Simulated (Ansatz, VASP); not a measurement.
**CuI in VASP and in Ansatz**

The input POSCAR:

```
CuI
1.0
    0.0000000000      3.0315000000      3.0315000000
    3.0315000000      0.0000000000      3.0315000000
    3.0315000000      3.0315000000      0.0000000000
I Cu
1 1
Direct
    0.0000000000      0.0000000000      0.0000000000
    0.7500000000      0.7500000000      0.7500000000
```

INCAR.step1

```
PREC     = Accurate       # precision mode
ENCUT    = 520            # plane-wave cutoff, eV
ISMEAR   = -1             # smearing method
SIGMA    = 0.05           # smearing width, eV
LREAL    = False          # projectors in reciprocal space
LASPH    = True           # aspherical terms in the spheres
NELM     = 100            # most SCF steps
NBANDS   = 16             # bands
GGA      = PE             # functional
ALGO     = Normal         # electronic algorithm
EDIFF    = 1E-4           # SCF threshold, eV
LWAVE    = True           # write WAVECAR
LCHARG   = False          # write CHGCAR
```

The input INCAR.step2:

```
PREC     = Accurate       # precision mode
ENCUT    = 520            # plane-wave cutoff, eV
EDIFF    = 1E-7           # SCF threshold, eV
ISMEAR   = -1             # smearing method
SIGMA    = 0.05           # smearing width, eV
LREAL    = False          # projectors in reciprocal space
LASPH    = True           # aspherical terms in the spheres
NELM     = 100            # most SCF steps
ALGO     = Normal         # electronic algorithm
ISIF     = 2              # what is computed and relaxed
LWAVE    = False          # write WAVECAR
LCHARG   = True           # write CHGCAR
METAGGA  = R2SCAN         # meta-GGA
LMIXTAU  = True         
LELF     = True           # ELF
LVHAR    = True         
NBANDS   = 16             # bands
ISTART   = 1
```

Contents of KPOINTS:

```
regular mesh
0
Gamma
  8 8 8
```

File input.yaml:

```yaml
crystal:
  lattice:
    - [0.0, 3.0315, 3.0315]
    - [3.0315, 0.0, 3.0315]
    - [3.0315, 3.0315, 0.0]
  atoms:
    - { symbol: I, position: [0.0, 0.0, 0.0] }
    - { symbol: Cu, position: [0.75, 0.75, 0.75] }
hamiltonian:
  xc: r2scan
  pseudopotentials: { kind: paw }
kpoints:
  mp_grid: { grid: [8, 8, 8] }
  band_path:
    path:
      - [[0.0, 0.0, 0.0], [0.5, 0.0, 0.5], [0.5, 0.25, 0.75], [0.375, 0.375, 0.75], [0.0, 0.0, 0.0], [0.5, 0.5, 0.5], [0.625, 0.25, 0.625], [0.5, 0.25, 0.75], [0.5, 0.5, 0.5], [0.375, 0.375, 0.75]]
      - [[0.625, 0.25, 0.625], [0.5, 0.0, 0.5]]
    npoints: 14
scf:
  occupations: { method: fermi_dirac, width: 0.05 }
  n_extra_bands: 6
output:
  forces: true
  stress: true
  eigenvalues: true
  fatbands: true
```

Alike in both runs: functional r2SCAN; k mesh 8 × 8 × 8; occupations fermi-dirac, width 0.05 eV; no spin polarisation.

|  | VASP | Ansatz |
| --- | --- | --- |
| version | VASP 6.6.1 | Ansatz 0.2.0 |
| potentials or method | VASP PAW PBE potentials, release 64 (I, Cu) | Ansatz PAW |
| plane-wave cutoff (eV) | 520 | 500 |
| valence electrons in the cell | 18 | 36 |
| task | single point | band structure |

```csv
,VASP,Ansatz,Ansatz less VASP
gap on the k mesh at the Fermi level (eV),1.61,1.61,-0.004
least direct gap on the mesh (eV),1.61,1.61,-0.004
pressure (GPa),-0.9,-0.8,+0.03
```

VASP's potentials were made for PBE, not for r2SCAN. VASP's potentials hold 18 valence electrons a cell and Ansatz's 36, so a difference there can come from the potentials and not from the codes.

Spin-orbit coupling is off throughout.
